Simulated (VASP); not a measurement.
Ni:

```
Ni
1.0
     2.49175    0.00000    0.00000
     1.24588    2.15792    0.00000
     1.24588    0.71931    2.03451
Ni
1
Direct
  0.00000 0.00000 0.00000
```

| Property | Result |
| --- | --- |
| Program | VASP 6.6.1 |
| Task | relaxation of cell and atoms |
| Functional | LDA |
| Potentials or basis | VASP PAW LDA potentials, release 64 (Ni) |
| Cutoff | 600 eV |
| k mesh | 12 × 12 × 12 |
| Occupations | fermi-dirac, width 0.1 eV |
| Spin | collinear spin, ferromagnetic start |
| Starting moments | [1.5] μB |

At the start: pressure -17.5 GPa; volume 10.94 Å³/atom.

Question: How do energy, volume and symmetry change on relaxing?

Answer: Over 4 steps the energy falls by 54.6 meV/atom and the volume is 10.02 Å³/atom (-8.4 %); space group Fm-3m (No. 225, to 0.1 Å) before and after; moment 0.50 μB per cell.

The path:
```
step  energy change (eV)  largest force (eV/Å)  pressure (GPa)  volume (Å³)
   1              0.0000                0.0000          -17.55        10.94
   2              0.0169                0.0000           28.68         9.15
   3             -0.0546                0.0000           -0.39        10.04
   4             -0.0546                0.0000            0.06        10.02
```

Final structure:
```cif
data_structure
_symmetry_space_group_name_H-M 'P 1'
_symmetry_Int_Tables_number 1
_cell_length_a 2.4202
_cell_length_b 2.4202
_cell_length_c 2.4202
_cell_angle_alpha 60.000
_cell_angle_beta 60.000
_cell_angle_gamma 60.000
_cell_volume 10.02
loop_
_atom_site_label
_atom_site_type_symbol
_atom_site_fract_x
_atom_site_fract_y
_atom_site_fract_z
_atom_site_occupancy
Ni1 Ni 0.00000 0.00000 0.00000 1
```
